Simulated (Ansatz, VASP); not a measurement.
# BaS: VASP beside Ansatz

The input INCAR:

```
PREC = Accurate
ENCUT = 520
EDIFF = 1E-6
ISMEAR = 0
SIGMA = 0.02
LREAL = False
LASPH = True
NELM = 100
ALGO = Normal
ISIF = 2
LWAVE = False
LCHARG = True
GGA = PE
LELF = True
LVHAR = True
NBANDS = 15
```

KPOINTS

```
regular mesh
0
Gamma
  7 7 7
```

The input POSCAR:

```
BaS
1.0
    0.0000000000      3.1937500000      3.1937500000
    3.1937500000      0.0000000000      3.1937500000
    3.1937500000      3.1937500000      0.0000000000
Ba S
1 1
Direct
    0.0000000000      0.0000000000      0.0000000000
    0.5000000000      0.5000000000      0.5000000000
```

File input.yaml:

```yaml
crystal:
  lattice:
    - [0.0, 3.19375, 3.19375]
    - [3.19375, 0.0, 3.19375]
    - [3.19375, 3.19375, 0.0]
  atoms:
    - { symbol: Ba, position: [0.0, 0.0, 0.0] }
    - { symbol: S, position: [0.5, 0.5, 0.5] }
kpoints:
  mp_grid: { grid: [7, 7, 7] }
scf:
  occupations: { method: gaussian, width: 0.02 }
hamiltonian:
  xc: pbe
  pseudopotentials: { kind: all_electron, lapw: { basis_error: 0.001 } }
output:
  forces: true
  stress: true
  eigenvalues: true
```

Alike in both runs: task single point; functional PBE; k mesh 7 × 7 × 7; occupations gaussian, width 0.02 eV; no spin polarisation.

|  | VASP | Ansatz |
| --- | --- | --- |
| version | VASP 6.6.1 | Ansatz 0.2.0 |
| potentials or method | VASP PAW PBE potentials, release 64 (Ba_sv, S), cutoff 520 eV | all-electron LAPW, scalar-relativistic |

|  | VASP | Ansatz | Ansatz less VASP |
| --- | --- | --- | --- |
| gap on the k mesh at the Fermi level (eV) | 2.17 | 2.26 | +0.098 |
| least direct gap on the mesh (eV) | 2.31 | 2.38 | +0.066 |
| pressure (GPa) | 1.4 | 0.8 | -0.59 |

Ansatz ran all-electron here, and VASP with PAW potentials.

Neither program's run includes spin-orbit coupling.
